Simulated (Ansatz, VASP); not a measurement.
**One calculation of KF, two programs**

```
K F
1.0
     3.64116    0.00000    0.00000
     0.00000    3.64116    0.00000
     0.00000    0.00000    4.32832
K F
1 1
Direct
  0.50000 0.50000 0.00000
  0.00000 0.00000 0.00000
```

Alike in both runs: functional PBE; k mesh 4 × 4 × 3; occupations gaussian, width 0.15 eV; no spin polarisation.

Ansatz relaxed the structure, and its values are those at the end. VASP's run is a single point on that final structure, the one shown.

|  | VASP | Ansatz |
| --- | --- | --- |
| version | VASP 6.6.1 | Ansatz 0.2.0 |
| potentials or method | VASP PAW PBE potentials, release 64 (K_sv, F), cutoff 600 eV | scalar-relativistic, plane waves, PAW |
| valence electrons in the cell | 16 | 16 |

Ansatz gave:

| Item | Value |
| --- | --- |
| gap on the k mesh at the Fermi level (eV) | 4.41 |
| least direct gap on the mesh (eV) | 4.42 |
| pressure (GPa) | 0.4 |

Task: What did VASP give for the same quantities?

Result: gap on the k mesh at the Fermi level (eV): 4.40; least direct gap on the mesh (eV): 4.40; pressure (GPa): 0.4.

The k mesh is coarse, so the values compare programs but aren't converged.
